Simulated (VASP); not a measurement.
# SiO (Pm-3m) in VASP: settings compared, part 3 of 3

VASP 6.6.1. The steps go on from the part before.

**6. Single point, PBEsol+D3(BJ)**

This run uses another cell than the first one, of 10.47 Å³/atom, 0.946 times its volume.

File INCAR:

```
SYSTEM = SiO
  PREC = Accurate
  ENCUT = 520
  EDIFF = 1E-7
  ISMEAR = -1
  SIGMA = 0.05
  LREAL = .FALSE.
  LASPH = .TRUE.
  NELM = 60
  ALGO = Normal
  ISIF = 2
  LWAVE = .FALSE.
  LCHARG = .TRUE.
  GGA = PS
  IVDW = 12
  LELF = .TRUE.
  LVHAR = .TRUE.
  NBANDS = 12
```

File KPOINTS:

```
Automatic mesh
0
G
  9 9 9
  0 0 0
```

File POSCAR:

```
SiO
1.0
    2.7558903959      0.0000000000      0.0000000000
    0.0000000000      2.7558903959      0.0000000000
    0.0000000000      0.0000000000      2.7558903959
Si O
1 1
Direct
    0.0000000000      0.0000000000      0.0000000000
    0.5000000000      0.5000000000      0.5000000000
```

Potentials or basis: VASP PAW PBE potentials, release 64 (Si, O).

Started as:

```console
$ cat potpaw_PBE.64/Si/POTCAR potpaw_PBE.64/O/POTCAR > POTCAR
$ mpirun -np 1 vasp_std > vasp.out
```

OUTCAR:

```text
SYSTEM = SiO
   PREC = Accurate
   ENCUT = 520
   EDIFF = 1E-7
   ISMEAR = -1
   LREAL = .FALSE.
   LASPH = .TRUE.
   NELM = 60
   ISIF = 2
   GGA = PS
   IVDW = 12
 IVDW          = 12

 ion  position               nearest neighbor table
   1  0.000  0.000  0.000-   2 2.39   2 2.39   2 2.39   2 2.39   2 2.39   2 2.39   2 2.39   2 2.39

   2  0.500  0.500  0.500-   1 2.39   1 2.39   1 2.39   1 2.39   1 2.39   1 2.39   1 2.39   1 2.39

  LATTYP: Found a simple cubic cell.
 ALAT       =     2.7558903959

  Lattice vectors:

 A1 = (   2.7558903959,   0.0000000000,   0.0000000000)
 A2 = (   0.0000000000,   2.7558903959,   0.0000000000)
 A3 = (   0.0000000000,   0.0000000000,   2.7558903959)

Analysis of symmetry for initial positions (statically):
=====================================================================
 Subroutine PRICEL returns:
 Original cell was already a primitive cell.

 Routine SETGRP: Setting up the symmetry group for a
 simple cubic supercell.

 Subroutine GETGRP returns: Found 48 space group operations
 (whereof 48 operations were pure point group operations)
 out of a pool of 48 trial point group operations.

The static configuration has the point symmetry O_h .

Analysis of symmetry for dynamics (positions and initial velocities):
=====================================================================
 Subroutine PRICEL returns:
 Original cell was already a primitive cell.

 Routine SETGRP: Setting up the symmetry group for a
 simple cubic supercell.

 Subroutine GETGRP returns: Found 48 space group operations
 (whereof 48 operations were pure point group operations)
 out of a pool of 48 trial point group operations.

The dynamic configuration has the point symmetry O_h .

 Subroutine INISYM returns: Found 48 space group operations
 (whereof 48 operations are pure point group operations),
 and found     1 'primitive' translations

----------------------------------------------------------------------------------------

                                     Primitive cell

  volume of cell :      20.9308

  direct lattice vectors                    reciprocal lattice vectors
     2.755890396  0.000000000  0.000000000     0.362859133  0.000000000  0.000000000
     0.000000000  2.755890396  0.000000000     0.000000000  0.362859133  0.000000000
     0.000000000  0.000000000  2.755890396     0.000000000  0.000000000  0.362859133

  length of vectors
     2.755890396  2.755890396  2.755890396     0.362859133  0.362859133  0.362859133

  position of ions in fractional coordinates (direct lattice)
     0.000000000  0.000000000  0.000000000
     0.500000000  0.500000000  0.500000000

  ion indices of the primitive-cell ions
   primitive index   ion index
                 1           1
                 2           2

----------------------------------------------------------------------------------------

 KPOINTS: Automatic mesh

Automatic generation of k-mesh.
 Grid dimensions read from file:
 generate k-points for:    9    9    9

 Generating k-lattice:

  Cartesian coordinates                     Fractional coordinates (reciprocal lattice)
     0.040317681  0.000000000  0.000000000     0.111111111  0.000000000  0.000000000
     0.000000000  0.040317681  0.000000000     0.000000000  0.111111111  0.000000000
     0.000000000  0.000000000  0.040317681     0.000000000  0.000000000  0.111111111

  Length of vectors
     0.040317681  0.040317681  0.040317681

  Shift w.r.t. Gamma in fractional coordinates (k-lattice)
     0.000000000  0.000000000  0.000000000
[... 37 lines left out ...]
   dimension x,y,z NGXF=    40 NGYF=   40 NGZF=   40
   ions per type =               1   1
   NGX,Y,Z   is equivalent  to a cutoff of  12.06, 12.06, 12.06 a.u.
   NGXF,Y,Z  is equivalent  to a cutoff of  24.13, 24.13, 24.13 a.u.
 SYSTEM =  SiO
   PREC   = accura    normal or accurate (medium, high low for compatibility)
   ISTART =      0    job   : 0-new  1-cont  2-samecut
   ICHARG =      2    charge: 1-file 2-atom 10-const
   ISPIN  =      1    spin polarized calculation?
   LNONCOLLINEAR =      F non collinear calculations
   LSORBIT =      F    spin-orbit coupling
   LASPH  =      T    aspherical Exc in radial PAW
   ENCUT  =  520.0 eV  38.22 Ry    6.18 a.u.   5.12  5.12  5.12*2*pi/ulx,y,z
   NELM   =     60;   NELMIN=  2; NELMDL= -5     # of ELM steps
   EDIFF  = 0.1E-06   stopping-criterion for ELM
   LREAL  =      F    real-space projection
   EDIFFG = 0.1E-05   stopping-criterion for IOM
   NSW    =      0    number of steps for IOM
   IBRION =     -1    ionic relax: 0-MD 1-quasi-New 2-CG
   NFREE  =      0    steps in history (QN), initial steepest desc. (CG)
   ISIF   =      2    stress and relaxation
   ISYM   =      2    0-nonsym 1-usesym 2-fastsym
   POTIM  = 0.5000    time-step for ionic-motion
   TEBEG  =    0.0;   TEEND  =   0.0 temperature during run
   PSTRESS=    0.0 pullay stress
   NELECT =      10.0000    total number of electrons
   NUPDOWN=      -1.0000    fix difference up-down
   EMIN   =  10.00;   EMAX   =-10.00  energy-range for DOS
   EFERMI =   0.00;   METHOD = LEGACY
   ISMEAR =    -1;   SIGMA  =   0.05  broadening in eV -4-tet -1-fermi 0-gaus
   EFERMI_NEDOS =   21; number of points for ismear=-14 and -15
   IALGO  =     38    algorithm
   IMIX   =      4    mixing-type and parameters
     AMIX     =   0.40;   BMIX     =  1.00
     AMIX_MAG =   1.60;   BMIX_MAG =  1.00
  volume/ion in A,a.u.               =      10.47        70.62
  Fermi-wavevector in a.u.,A,eV,Ry     =   1.279812  2.418494 22.285242  1.637919
  Thomas-Fermi vector in A             =   2.412276
   LORBIT       =      0    0 simple, 1 ext, 2 COOP (PROOUT), +10 PAW based schemes
   GGA     = PS    functional components
   LHFCALC =     F    Hartree Fock is set to
   AEXX    =    0.0000 exact exchange contribution
   IVDW    =    12    specifies the selected vdW correction
   LEPSILON=     F    determine dielectric tensor
   LRPA    =     F    only Hartree local field effects (RPA)
 non-spin polarized calculation
  energy-cutoff  :      520.00
  volume of cell :       20.93
 maximum number of plane-waves:       587
   NGX = 11   NGY = 11   NGZ = 11

 number of electron      10.0000000 magnetization

 number of electron       9.9999998 magnetization

 Free energy of the ion-electron system (eV)
  ---------------------------------------------------
  ext. energy  EPLUGINS =         0.00000000
  ---------------------------------------------------
  free energy    TOTEN  =       -11.22892516 eV

  energy without entropy =      -11.22549712  energy(sigma->0) =      -11.22721114

 E-fermi :   8.8621     XC(G=0): -11.8555

 val. band max:        8.6569308484   @ k =   0.2222   0.2222   0.2222
 cond. band min:       8.9408458633   @ k =   0.4444   0.3333   0.3333
 fundamental gap:      0.2839150149
 Fermi energy:         8.8620844342

 k-point     1 :       0.0000    0.0000    0.0000
  band No.  band energies     occupation
      1     -11.6156      2.00000
      2       2.0147      2.00000
      3       5.2067      2.00000
      4       5.2067      2.00000
      5       5.2067      2.00000
      6      14.5216      0.00000
      7      14.5216      0.00000
      8      17.3868      0.00000
      9      17.3868      0.00000
     10      17.3868      0.00000
     11      28.3373      0.00000
     12      28.3373      0.00000
[... 331 lines left out ...]
 k-point    24 :       0.4444    0.3333    0.1111
  band No.  band energies     occupation
      1      -9.5831      2.00000
      2      -0.1193      2.00000
      3       2.0162      2.00000
      4       5.8575      2.00000
      5       6.1145      2.00000
      6      11.5062      0.00000
      7      12.2746      0.00000
      8      16.4581      0.00000
      9      19.1073      0.00000
     10      22.3478      0.00000
     11      23.2369      0.00000
     12      24.4989      0.00000

 [... further k-points ...]

------------------------ aborting loop because EDIFF is reached ----------------------------------------

 Edisp (eV)   -0.41187

 E8    (eV) :    -0.2424

  FORCE on cell =-STRESS in cart. coord.  units (eV):
  Direction    XX          YY          ZZ          XY          YZ          ZX
  --------------------------------------------------------------------------------------
  -------------------------------------------------------------------------------------
  Total      -0.05938    -0.05938    -0.05938     0.00000     0.00000     0.00000
  in kB      -4.54560    -4.54560    -4.54560     0.00000     0.00000     0.00000
  external pressure =       -4.55 kB  Pullay stress =        0.00 kB

 VOLUME and BASIS-vectors are now :
 -----------------------------------------------------------------------------
  energy-cutoff  :      520.00
  volume of cell :       20.93
      direct lattice vectors                 reciprocal lattice vectors
     2.755890396  0.000000000  0.000000000     0.362859133  0.000000000  0.000000000
     0.000000000  2.755890396  0.000000000     0.000000000  0.362859133  0.000000000
     0.000000000  0.000000000  2.755890396     0.000000000  0.000000000  0.362859133

 POSITION                                       TOTAL-FORCE (eV/Angst)
 -----------------------------------------------------------------------------------
      0.00000      0.00000      0.00000         0.000000      0.000000      0.000000
      1.37795      1.37795      1.37795         0.000000      0.000000      0.000000
 -----------------------------------------------------------------------------------
    total drift:                                0.000000      0.000000      0.000000

  FREE ENERGIE OF THE ION-ELECTRON SYSTEM (eV)
  ---------------------------------------------------
  free  energy   TOTEN  =       -11.6407929766 eV

  energy  without entropy=      -11.6373649369  energy(sigma->0) =      -11.63907896
```

OSZICAR:

```text
N       E                     dE             d eps       ncg     rms          rms(c)
DAV:   1     0.183413418580E+02    0.18341E+02   -0.53928E+03   880   0.735E+02
DAV:   2    -0.113335489300E+02   -0.29675E+02   -0.28122E+02  1040   0.146E+02
DAV:   3    -0.122273115869E+02   -0.89376E+00   -0.89215E+00  1000   0.214E+01
DAV:   4    -0.122296108775E+02   -0.22993E-02   -0.22992E-02   952   0.136E+00
DAV:   5    -0.122296181096E+02   -0.72320E-05   -0.72306E-05   976   0.736E-02    0.627E+00
DAV:   6    -0.113880365927E+02    0.84158E+00   -0.98582E+00   840   0.168E+01    0.371E+00
DAV:   7    -0.112434590120E+02    0.14458E+00   -0.97175E-01   864   0.528E+00    0.125E+00
DAV:   8    -0.112314917750E+02    0.11967E-01   -0.11320E-01   908   0.211E+00    0.312E-01
DAV:   9    -0.112289016678E+02    0.25901E-02   -0.11323E-02   880   0.499E-01    0.727E-02
DAV:  10    -0.112289248547E+02   -0.23187E-04   -0.20224E-04  1020   0.111E-01    0.282E-02
DAV:  11    -0.112289250976E+02   -0.24281E-06   -0.16036E-05   912   0.268E-02    0.404E-03
DAV:  12    -0.112289252829E+02   -0.18537E-06   -0.29103E-06   976   0.980E-03    0.256E-03
DAV:  13    -0.112289251593E+02    0.12364E-06   -0.29237E-07   528   0.308E-03    0.396E-04
DAV:  14    -0.112289251560E+02    0.32667E-08   -0.16131E-08   480   0.108E-03
   1 F= -.11640793E+02 E0= -.11639079E+02  d E =-.342804E-02
```

It took 11 s on 1 thread of AMD EPYC 7R13, shared host; peak memory 0.1 GiB.

Results:

| Item | Value |
| --- | --- |
| Free energy | -11.6408 eV |
| Pressure | -0.5 GPa |
| Band gap on the k mesh | zero (band 5 reaches 8.95 eV, above the bottom of band 6 at 8.10 eV) |
| Dispersion energy per atom | -0.206 eV |

Caveat: three body term missing; the PAW data sets were made with another functional, which shifts forces and pressure a little; pairwise dispersion overbinds metals, which lowers pressure and volume.

**7. The runs side by side**

| level | cell | k mesh | grid for exact exchange (PRECFOCK) | gap on the mesh (eV) | pressure (GPa) |
| --- | --- | --- | --- | --- | --- |
| PBE | a = 2.807 Å, 2 atoms | 9 × 9 × 9 | - | none | 0.1 |
| B3LYP | a = 2.851 Å, 2 atoms | 5 × 5 × 5 | Normal | 1.71 | 0.1 |
| PBEsol | a = 2.773 Å, 2 atoms | 9 × 9 × 9 | - | none | 0.1 |
| PBEsol+D3(BJ) | a = 2.753 Å, 2 atoms | 9 × 9 × 9 | - | none | 0.1 |
| PBEsol+D3(BJ) | a = 2.756 Å, 2 atoms | 9 × 9 × 9 | - | none | -0.5 |

Alike in all rows: task single point; potentials or basis VASP PAW PBE potentials, release 64 (Si, O); no spin polarisation; cutoff (eV) 520; smearing fermi-dirac 0.05 eV.

Caveats: some runs use coarse meshes; the PAW data sets were made with another functional, which shifts forces and pressure a little (some runs); pairwise dispersion overbinds metals, which lowers pressure and volume (some runs); three body term missing (some runs).

Total energies depend on the potentials used, so only differences within one code and one set of settings carry meaning.
